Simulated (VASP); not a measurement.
A run of VASP 6.6.1 is set up as follows.

File INCAR:

```
ALGO = Normal
EDIFF = 1E-6
ENCUT = 500
GGA = PE
GGA_COMPAT = False
ISIF = 2
ISMEAR = -1
LASPH = True
LCHARG = False
LREAL = False
LWAVE = False
NBANDS = 16
NELM = 120
PREC = Accurate
SIGMA = 0.02
```

The input KPOINTS:

```
k-points
0
Gamma
  8 8 8
```

File POSCAR:

```
CdSe
1.0
    0.0000000000      3.0677809654      3.0371031557
    3.0677809654      0.0000000000      3.0371031557
    3.0677809654      3.0677809654      0.0000000000
Cd Se
1 1
Direct
    0.0000000000      0.0000000000      0.0000000000
    0.2500000000      0.2500000000      0.2500000000
```

Potentials or basis: VASP PAW PBE potentials, release 64 (Cd, Se).

The run is started by

```sh
$ cat potpaw_PBE.64/Cd/POTCAR potpaw_PBE.64/Se/POTCAR > POTCAR
$ mpirun -np 1 vasp_std > vasp.out
```

**Question.** What does it give for the band gap on the k mesh?

**Answer.** 0.55 eV, direct.

**Question.** What does it give for the pressure?

**Answer.** 2.2 GPa.

Stress tensor (GPa, compression positive):
```
2.19 0.00 0.00
0.00 2.19 0.00
0.00 0.00 2.34
```

Caveat: the cell differs from its parent crystal (uniaxial z strain -1.0%).
